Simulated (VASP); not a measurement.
# TaSi (Fm-3m) in VASP: a series of runs

The runs below take TaSi through single point, relaxation of cell and atoms, with PBE.

Everything below comes from runs of VASP 6.6.1. Logs are shortened: lines on timing, memory, paths and dates and some standing lists are left out, and cuts for length are marked.

### Step 1. The cell of the first run

The structure is cubic, space group Fm-3m (No. 225). The conventional cell has a = 5.150 Å, b = 5.150 Å, c = 5.150 Å, α = 90.00°, β = 90.00°, γ = 90.00°. Ta (site symmetry m-3m) has 6 Si at 2.57 Å within 3.4 Å. Si (site symmetry m-3m) has 6 Ta at 2.57 Å within 3.4 Å.

### Step 2. Single point, PBE

File INCAR:

```
PREC = Accurate ; ENCUT = 520
EDIFF = 1E-6 ; ISMEAR = 0
SIGMA = 0.1 ; LREAL = F
LASPH = T ; NELM = 80
ALGO = Normal ; ISIF = 2
LWAVE = F ; LCHARG = T
GGA = PE ; LELF = T
LVHAR = T ; NBANDS = 14
```

File KPOINTS:

```
Automatic mesh
0
Gamma
  14 14 14
```

File POSCAR:

```
TaSi
1.0
    0.0000000000      2.5748853413      2.5748853413
    2.5748853413      0.0000000000      2.5748853413
    2.5748853413      2.5748853413      0.0000000000
Ta Si
1 1
Direct
    0.0000000000      0.0000000000      0.0000000000
    0.5000000000      0.5000000000      0.5000000000
```

Potentials or basis: VASP PAW PBE potentials, release 64 (Ta_pv, Si).

Command:

```console
$ cat potpaw_PBE.64/Ta_pv/POTCAR potpaw_PBE.64/Si/POTCAR > POTCAR
$ mpirun -np 1 vasp_std > vasp.out
```

OUTCAR:

```text
PREC = Accurate
   ENCUT = 520
   EDIFF = 1E-6
   ISMEAR = 0
   LREAL = F
   LASPH = T
   NELM = 80
   ISIF = 2
   GGA = PE

 ion  position               nearest neighbor table
   1  0.000  0.000  0.000-   2 2.57   2 2.57   2 2.57   2 2.57   2 2.57   2 2.57
   2  0.500  0.500  0.500-   1 2.57   1 2.57   1 2.57   1 2.57   1 2.57   1 2.57

  LATTYP: Found a face centered cubic cell.
 ALAT       =     5.1497706826

  Lattice vectors:

 A1 = (   0.0000000000,   2.5748853413,   2.5748853413)
 A2 = (   2.5748853413,   0.0000000000,   2.5748853413)
 A3 = (   2.5748853413,   2.5748853413,   0.0000000000)

Analysis of symmetry for initial positions (statically):
=====================================================================
 Subroutine PRICEL returns:
 Original cell was already a primitive cell.

 Routine SETGRP: Setting up the symmetry group for a
 face centered cubic supercell.

 Subroutine GETGRP returns: Found 48 space group operations
 (whereof 48 operations were pure point group operations)
 out of a pool of 48 trial point group operations.

The static configuration has the point symmetry O_h .

Analysis of symmetry for dynamics (positions and initial velocities):
=====================================================================
 Subroutine PRICEL returns:
 Original cell was already a primitive cell.

 Routine SETGRP: Setting up the symmetry group for a
 face centered cubic supercell.

 Subroutine GETGRP returns: Found 48 space group operations
 (whereof 48 operations were pure point group operations)
 out of a pool of 48 trial point group operations.

The dynamic configuration has the point symmetry O_h .

 Subroutine INISYM returns: Found 48 space group operations
 (whereof 48 operations are pure point group operations),
 and found     1 'primitive' translations

----------------------------------------------------------------------------------------

                                     Primitive cell

  volume of cell :      34.1432

  direct lattice vectors                    reciprocal lattice vectors
     0.000000000  2.574885341  2.574885341    -0.194183404  0.194183404  0.194183404
     2.574885341  0.000000000  2.574885341     0.194183404 -0.194183404  0.194183404
     2.574885341  2.574885341  0.000000000     0.194183404  0.194183404 -0.194183404

  length of vectors
     3.641437771  3.641437771  3.641437771     0.336335521  0.336335521  0.336335521

  position of ions in fractional coordinates (direct lattice)
     0.000000000  0.000000000  0.000000000
     0.500000000  0.500000000  0.500000000

  ion indices of the primitive-cell ions
   primitive index   ion index
                 1           1
                 2           2

----------------------------------------------------------------------------------------

 KPOINTS: Automatic mesh

Automatic generation of k-mesh.
 Grid dimensions read from file:
 generate k-points for:   14   14   14

 Generating k-lattice:

  Cartesian coordinates                     Fractional coordinates (reciprocal lattice)
    -0.013870243  0.013870243  0.013870243     0.071428571  0.000000000  0.000000000
     0.013870243 -0.013870243  0.013870243     0.000000000  0.071428571  0.000000000
     0.013870243  0.013870243 -0.013870243     0.000000000  0.000000000  0.071428571

  Length of vectors
     0.024023966  0.024023966  0.024023966

  Shift w.r.t. Gamma in fractional coordinates (k-lattice)
     0.000000000  0.000000000  0.000000000

 Subroutine IBZKPT returns following result:
 ===========================================

 Found    104 irreducible k-points:

 Following reciprocal coordinates:
            Coordinates               Weight
  0.000000  0.000000  0.000000      1.000000
  0.071429  0.000000  0.000000      8.000000
  0.142857  0.000000  0.000000      8.000000
  0.214286  0.000000  0.000000      8.000000
  0.285714  0.000000  0.000000      8.000000
  0.357143  0.000000  0.000000      8.000000
[... 16 lines left out ...]
  0.214286  0.142857  0.000000     24.000000
  0.285714  0.142857  0.000000     24.000000
 [... further k-points ...]
   k-points           NKPTS =    104   k-points in BZ     NKDIM =    104   number of bands    NBANDS=     14
   number of dos      NEDOS =    301   number of ions     NIONS =      2
   total plane-waves  NPLWV =  21952
   dimension x,y,z NGX =    28 NGY =   28 NGZ =   28
   dimension x,y,z NGXF=    56 NGYF=   56 NGZF=   56
   ions per type =               1   1
   NGX,Y,Z   is equivalent  to a cutoff of  12.78, 12.78, 12.78 a.u.
   NGXF,Y,Z  is equivalent  to a cutoff of  25.57, 25.57, 25.57 a.u.
 SYSTEM =  unknown system
   PREC   = accura    normal or accurate (medium, high low for compatibility)
   ISTART =      0    job   : 0-new  1-cont  2-samecut
   ICHARG =      2    charge: 1-file 2-atom 10-const
   ISPIN  =      1    spin polarized calculation?
   LNONCOLLINEAR =      F non collinear calculations
   LSORBIT =      F    spin-orbit coupling
   LASPH  =      T    aspherical Exc in radial PAW
   ENCUT  =  520.0 eV  38.22 Ry    6.18 a.u.   6.77  6.77  6.77*2*pi/ulx,y,z
   NELM   =     80;   NELMIN=  2; NELMDL= -5     # of ELM steps
   EDIFF  = 0.1E-05   stopping-criterion for ELM
   LREAL  =      F    real-space projection
   EDIFFG = 0.1E-04   stopping-criterion for IOM
   NSW    =      0    number of steps for IOM
   IBRION =     -1    ionic relax: 0-MD 1-quasi-New 2-CG
   NFREE  =      0    steps in history (QN), initial steepest desc. (CG)
   ISIF   =      2    stress and relaxation
   ISYM   =      2    0-nonsym 1-usesym 2-fastsym
   POTIM  = 0.5000    time-step for ionic-motion
   TEBEG  =    0.0;   TEEND  =   0.0 temperature during run
   PSTRESS=    0.0 pullay stress
   NELECT =      15.0000    total number of electrons
   NUPDOWN=      -1.0000    fix difference up-down
   EMIN   =  10.00;   EMAX   =-10.00  energy-range for DOS
   EFERMI =   0.00;   METHOD = LEGACY
   ISMEAR =     0;   SIGMA  =   0.10  broadening in eV -4-tet -1-fermi 0-gaus
   EFERMI_NEDOS =   21; number of points for ismear=-14 and -15
   IALGO  =     38    algorithm
   IMIX   =      4    mixing-type and parameters
     AMIX     =   0.40;   BMIX     =  1.00
     AMIX_MAG =   1.60;   BMIX_MAG =  1.00
  volume/ion in A,a.u.               =      17.07       115.20
  Fermi-wavevector in a.u.,A,eV,Ry     =   1.244526  2.351813 21.073320  1.548845
  Thomas-Fermi vector in A             =   2.378789
   LORBIT       =      0    0 simple, 1 ext, 2 COOP (PROOUT), +10 PAW based schemes
   GGA     = PE    functional components
   LHFCALC =     F    Hartree Fock is set to
   AEXX    =    0.0000 exact exchange contribution
   IVDW    =     0    specifies the selected vdW correction
   LEPSILON=     F    determine dielectric tensor
   LRPA    =     F    only Hartree local field effects (RPA)
 non-spin polarized calculation
 Gauss-broadening in eV      SIGMA  =   0.10
  energy-cutoff  :      520.00
  volume of cell :       34.14
 maximum number of plane-waves:       941
   NGX = 13   NGY = 13   NGZ = 13

 number of electron      15.0000002 magnetization

 Free energy of the ion-electron system (eV)
  ---------------------------------------------------
  ext. energy  EPLUGINS =         0.00000000
  ---------------------------------------------------
  free energy    TOTEN  =       -17.33492450 eV

  energy without entropy =      -17.33011851  energy(sigma->0) =      -17.33252150

 E-fermi :   7.3190     XC(G=0): -11.6516

 val. band max:        7.3019195660   @ k =   0.5000   0.2857   0.0714
 cond. band min:       7.3324467268   @ k =  -0.4286   0.5000   0.0714
 fundamental gap:      0.0305271609
 Fermi energy:         7.3189686280

 k-point     1 :       0.0000    0.0000    0.0000
  band No.  band energies     occupation
      1     -27.6062      2.00000
      2     -27.6062      2.00000
      3     -27.6062      2.00000
      4      -4.1382      2.00000
      5       6.1217      2.00000
      6       6.1217      2.00000
      7       6.1217      2.00000
      8       6.7714      2.00000
      9       6.7714      2.00000
     10       9.6687      0.00000
     11       9.6687      0.00000
     12       9.6687      0.00000
     13      15.6414      0.00000
     14      16.0705      0.00000

 k-point     2 :       0.0714    0.0000    0.0000
  band No.  band energies     occupation
      1     -27.6140      2.00000
      2     -27.6072      2.00000
      3     -27.6072      2.00000
      4      -4.0340      2.00000
      5       5.9062      2.00000
      6       6.1196      2.00000
      7       6.1196      2.00000
      8       6.5870      2.00000
      9       6.5870      2.00000
     10       9.5468      0.00000
     11      10.0668      0.00000
     12      10.0668      0.00000
     13      15.8549      0.00000
     14      16.4122      0.00000

 k-point     3 :       0.1429    0.0000    0.0000
  band No.  band energies     occupation
      1     -27.6357      2.00000
      2     -27.6101      2.00000
      3     -27.6101      2.00000
      4      -3.7263      2.00000
      5       5.3112      2.00000
      6       5.7615      2.00000
      7       5.7615      2.00000
      8       6.6447      2.00000
      9       6.6447      2.00000
     10       9.2974      0.00000
     11      10.9902      0.00000
     12      10.9902      0.00000
     13      16.3052      0.00000
     14      17.1777      0.00000

 k-point     4 :       0.2143    0.0000    0.0000
  band No.  band energies     occupation
      1     -27.6670      2.00000
      2     -27.6143      2.00000
      3     -27.6143      2.00000
      4      -3.2284      2.00000
      5       4.4556      2.00000
      6       5.2112      2.00000
      7       5.2112      2.00000
      8       7.0441      1.99990
      9       7.0441      1.99990
     10       9.1025      0.00000
     11      12.1328      0.00000
     12      12.1328      0.00000
     13      15.8845      0.00000
     14      18.0704      0.00000

 k-point     5 :       0.2857    0.0000    0.0000
  band No.  band energies     occupation
      1     -27.7014      2.00000
      2     -27.6189      2.00000
      3     -27.6189      2.00000
      4      -2.5624      2.00000
      5       3.4586      2.00000
      6       4.7259      2.00000
      7       4.7259      2.00000
      8       7.6000      0.00007
      9       7.6000      0.00007
     10       9.0633      0.00000
     11      13.3107      0.00000
[... 276 lines left out ...]
 k-point    22 :       0.1429    0.1429    0.0000
  band No.  band energies     occupation
      1     -27.6344      2.00000
      2     -27.6168      2.00000
      3     -27.6168      2.00000
      4      -3.6033      2.00000
      5       5.0234      2.00000
      6       5.6113      2.00000
      7       6.0738      2.00000
      8       6.0738      2.00000
      9       6.9728      2.00000
     10      10.3082      0.00000
     11      10.3082      0.00000
     12      10.9581      0.00000
     13      16.6999      0.00000
     14      17.8488      0.00000

 k-point    23 :       0.2143    0.1429    0.0000
  band No.  band energies     occupation
      1     -27.6545      2.00000
      2     -27.6221      2.00000
      3     -27.6207      2.00000
      4      -3.2559      2.00000
      5       4.4123      2.00000
      6       5.1996      2.00000
      7       5.8853      2.00000
      8       6.2670      2.00000
      9       7.2007      1.90562
     10      10.1463      0.00000
     11      10.7800      0.00000
     12      11.8680      0.00000
     13      16.9315      0.00000
     14      17.6122      0.00000

 k-point    24 :       0.2857    0.1429    0.0000
  band No.  band energies     occupation
      1     -27.6825      2.00000
      2     -27.6274      2.00000
      3     -27.6253      2.00000
      4      -2.7389      2.00000
      5       3.7413      2.00000
      6       4.6870      2.00000
      7       5.4505      2.00000
      8       6.6386      2.00000
      9       7.6959      0.00000
     10       9.8653      0.00000
     11      11.4630      0.00000
     12      13.0977      0.00000
     13      15.5031      0.00000
     14      17.4012      0.00000

 [... further k-points ...]

------------------------ aborting loop because EDIFF is reached ----------------------------------------

  FORCE on cell =-STRESS in cart. coord.  units (eV):
  Direction    XX          YY          ZZ          XY          YZ          ZX
  --------------------------------------------------------------------------------------
  -------------------------------------------------------------------------------------
  Total        0.0245208      0.0245208      0.0245208      0.0000000     -0.0000000      0.0000000
  in kB        1.1506435      1.1506435      1.1506435      0.0000000     -0.0000000      0.0000000
  external PRESSURE =       1.1506435 kB  Pullay stress =       0.0000000 kB

 VOLUME and BASIS-vectors are now :
 -----------------------------------------------------------------------------
  energy-cutoff  :      520.00
  volume of cell :       34.14
      direct lattice vectors                 reciprocal lattice vectors
     0.000000000  2.574885341  2.574885341    -0.194183404  0.194183404  0.194183404
     2.574885341  0.000000000  2.574885341     0.194183404 -0.194183404  0.194183404
     2.574885341  2.574885341  0.000000000     0.194183404  0.194183404 -0.194183404

 POSITION                                       TOTAL-FORCE (eV/Angst)
 -----------------------------------------------------------------------------------
      0.00000      0.00000      0.00000        -0.000000     -0.000000      0.000000
      2.57489      2.57489      2.57489         0.000000      0.000000      0.000000
 -----------------------------------------------------------------------------------
    total drift:                               -0.000000      0.000000      0.000000

  FREE ENERGIE OF THE ION-ELECTRON SYSTEM (eV)
  ---------------------------------------------------
  free  energy   TOTEN  =       -17.3349244969 eV

  energy  without entropy=      -17.3301185070  energy(sigma->0) =      -17.33252150
```

Wall time 72 s (1 thread of Intel Xeon 8259CL, shared host); peak memory 0.19 GiB.

What came out:

| Item | Value |
| --- | --- |
| Free energy | -17.3349 eV |
| Pressure | 0.1 GPa |

Levels at points of the mesh, in eV from the Fermi level:
```tsv
k point	band 3	band 4	band 5	band 6	band 7	band 8	band 9	band 10	band 11	band 12
(0.00, 0.00, 0.00)	-34.93	-11.46	-1.20	-1.20	-1.20	-0.55	-0.55	2.35	2.35	2.35
(0.50, 0.00, 0.00)	-34.95	-7.51	-6.68	-3.26	-3.26	1.71	1.71	2.42	4.26	6.62
(0.50, 0.50, 0.00)	-34.98	-8.68	-3.91	-3.28	-0.23	-0.23	0.66	1.68	2.50	2.50
```

Caveat: spin-orbit coupling is left out, which moves the levels of the heavy elements.

### Step 3. Relaxation of cell and atoms, PBE

This run uses another cell than the first one, of 17.03 Å³/atom, 0.997 times its volume.

File INCAR:

```
PREC = Accurate
ENCUT = 600
EDIFF = 1E-6
ISMEAR = 0
SIGMA = 0.1
LREAL = F
LASPH = T
NELM = 60
ALGO = Normal
ISIF = 3
LWAVE = F
LCHARG = F
GGA = PE
IBRION = 2
NSW = 80
EDIFFG = -0.01
```

File KPOINTS:

```
regular mesh
0
Gamma
  14 14 14
```

File POSCAR:

```
TaSi
1.0
    0.0000000000      2.5725614179      2.5725614179
    2.5725614179      0.0000000000      2.5725614179
    2.5725614179      2.5725614179      0.0000000000
Ta Si
1 1
Direct
    0.0000000000      0.0000000000      0.0000000000
    0.5000000000      0.5000000000      0.5000000000
```

Potentials or basis: VASP PAW PBE potentials, release 64 (Ta_pv, Si).

Command:

```console
$ cat potpaw_PBE.64/Ta_pv/POTCAR potpaw_PBE.64/Si/POTCAR > POTCAR
$ mpirun -np 1 vasp_std > vasp.out
```

Wall time 2.4 min (1 thread of Intel Xeon 8259CL, shared host); peak memory 0.21 GiB.

Results (log left out):

| Item | Value |
| --- | --- |
| Free energy | -17.3353 eV |
| Relaxed volume | 17.08 Å³/atom |
| Relaxed cell | a = 3.642 Å, b = 3.642 Å, c = 3.642 Å, α = 60.00°, β = 60.00°, γ = 60.00° |
| Space group after relaxing (to 0.05 Å) | Fm-3m (No. 225) |
| Energy gained by relaxing | 0.1 meV/atom |
| Ionic steps | 3 |
| Pressure after relaxing | 0.0 GPa |

The path:
| step | energy change (eV) | largest force (eV/Å) | pressure (GPa) | volume (Å³) |
| --- | --- | --- | --- | --- |
| 1 | 0.0000 | 0.0000 | 0.57 | 34.05 |
| 2 | 0.0003 | 0.0000 | -0.84 | 34.35 |
| 3 | -0.0002 | 0.0000 | 0.01 | 34.17 |

Final structure:
```xyz
2
Lattice="0.0000 2.5755 2.5755 2.5755 0.0000 2.5755 2.5755 2.5755 0.0000" Properties=species:S:1:pos:R:3 pbc="T T T"
Ta    0.0000    0.0000    0.0000
Si    2.5755    2.5755    2.5755
```

Levels at points of the mesh, in eV from the Fermi level:
| k point | band 4 | band 5 | band 6 | band 7 | band 8 | band 9 | band 10 | band 11 |
| --- | --- | --- | --- | --- | --- | --- | --- | --- |
| (0.00, 0.00, 0.00) | -11.45 | -1.20 | -1.20 | -1.20 | -0.55 | -0.55 | 2.35 | 2.35 |
| (0.50, 0.00, 0.00) | -7.51 | -6.68 | -3.25 | -3.25 | 1.71 | 1.71 | 2.41 | 4.26 |
| (0.50, 0.50, 0.00) | -8.68 | -3.90 | -3.28 | -0.23 | -0.23 | 0.66 | 1.68 | 2.50 |

Caveat: spin-orbit coupling is left out, which moves the levels of the heavy elements.
